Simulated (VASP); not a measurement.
Runs of VASP 6.6.1 on C. The structure is that of space group P2_1/m (No. 11), or close to it. The cells are those of the table. 

```tsv
cell	gap on the mesh (eV)	pressure (GPa)	largest force (eV/Å)
a = 2.474, b = 2.701, c = 7.041 Å, angles 90.0, 90.0, 129.4°, 4 atoms	0.44	19.5	3.74
a = 2.486, b = 2.783, c = 6.926 Å, angles 90.0, 90.0, 132.3°, 4 atoms	0.15	34.5	5.72
a = 2.486, b = 2.783, c = 6.119 Å, angles 90.0, 90.0, 132.3°, 4 atoms	0.16	40.5	5.74
a = 2.474, b = 2.701, c = 6.810 Å, angles 90.0, 90.0, 129.4°, 4 atoms	0.40	20.4	3.74
a = 2.486, b = 2.783, c = 7.041 Å, angles 90.0, 90.0, 132.3°, 4 atoms	0.17	33.9	(a)
a = 2.474, b = 2.701, c = 6.926 Å, angles 90.0, 90.0, 129.4°, 4 atoms	(c)	19.9	3.74
a = 2.486, b = 2.783, c = 6.887 Å, angles 90.0, 90.0, 132.3°, 4 atoms	(b)	34.7	5.72
```

Alike in all rows: task single point; level PBEsol+D3(BJ); potentials or basis VASP PAW PBE potentials, release 64 (C); no spin polarisation; k mesh 18 × 18 × 6; cutoff (eV) 520; smearing gaussian 0.15 eV.

Task: Fill in the values left out.

Result: (a) 5.71; (b) 0.14; (c) 0.42.

Caveats: the PAW data sets were made with another functional, which shifts forces and pressure a little.

A k mesh can miss the band edges.
